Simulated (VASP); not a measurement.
Here is a VASP 6.6.1 calculation.

The input INCAR:

```
PREC = Accurate
ENCUT = 500
EDIFF = 1E-6
ISMEAR = 1
SIGMA = 0.1
LREAL = F
LASPH = T
NELM = 120
ALGO = Normal
ISIF = 2
LWAVE = F
LCHARG = F
GGA = PS
NBANDS = 17
GGA_COMPAT = F
```

File KPOINTS:

```
Automatic mesh
0
Gamma
  9 9 5
```

POSCAR

```
Pt
1.0
    2.7316529027      0.0000000000      0.0000000000
   -1.3658264513      2.3656808080      0.0000000000
    0.0000000000      0.0000000000      4.7242176172
Pt
2
Direct
    0.6666666667      0.3333333333      0.7500000000
    0.3333333333      0.6666666667      0.2500000000
```

Potentials or basis: VASP PAW PBE potentials, release 64 (Pt).

The run is started by

```bash
$ cat potpaw_PBE.64/Pt/POTCAR > POTCAR
$ mpirun -np 1 vasp_std > vasp.out
```

(1) What does it give for the pressure?

(2) Predict the band gap on the k mesh.

Answers

(1) -3.1 GPa.

(2) zero (band 10 reaches 11.22 eV, above the bottom of band 11 at 10.13 eV).

Caveat: the PAW data sets were made with another functional, which shifts forces and pressure a little; spin-orbit coupling is left out, which moves the levels of the heavy elements.
